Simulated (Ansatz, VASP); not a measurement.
**One calculation of Li5NbO5, two programs**

```xyz
22
Lattice="2.8765 -4.6973 0.0000 2.8765 4.6973 0.0000 -2.2820 0.0000 8.8010" Properties=species:S:1:pos:R:3 pbc="T T T"
Li    1.1497    3.0653    3.8944
Li    3.7044   -1.0715    0.3614
Li    2.3060    1.6193    2.2002
Li    0.0087   -3.0653    8.2949
Li    2.5634    1.0715    4.7619
Li    0.9075   -1.0715    4.0391
Li    3.4622    3.0653    0.5061
Li    1.1650   -1.6193    6.6007
Li   -0.2335    1.0715    8.4396
Li    2.3212   -3.0653    4.9065
Nb    2.3060   -3.8662    2.2002
Nb    1.1650    3.8662    6.6007
O     3.5323   -3.1056    0.9504
O     0.8496    1.0735    3.6105
O     2.3913    3.1056    5.3509
O    -0.2914   -1.0735    8.0110
O     2.3060    3.6618    2.2002
O     1.1650   -3.6618    6.6007
O     3.7623    1.0735    0.7900
O     1.0796   -3.1056    3.4500
O     2.6213   -1.0735    5.1905
O    -0.0614    3.1056    7.8505
```

Alike in both runs: functional PBEsol; k mesh 6 × 6 × 4; occupations gaussian, width 0.02 eV; no spin polarisation.

Ansatz relaxed the structure, and its values are those at the end. VASP's run is a single point on that final structure, the one shown.

```csv
,VASP,Ansatz
version,VASP 6.6.1,Ansatz 0.2.0
potentials or method,"VASP PAW PBE potentials, release 64 (Li_sv, Nb_sv, O), cutoff 520 eV","scalar-relativistic, plane waves, PAW"
valence electrons in the cell,116,116
```

```tsv
	VASP	Ansatz	Ansatz less VASP
gap on the k mesh at the Fermi level (eV)	3.90	3.90	+0.002
least direct gap on the mesh (eV)	3.96	3.97	+0.002
rms of the force components (eV/Å)	0.010	0.002	-0.0082
```

VASP's potentials were made for PBE, not for PBEsol. With one functional, cell and mesh, what is left measures potentials, basis and numerics. Ansatz's warnings: stress scf threshold loose.

Noted on VASP's run: the cutoff is under 1.25 times that of the potentials, so the pressure is a little rough.
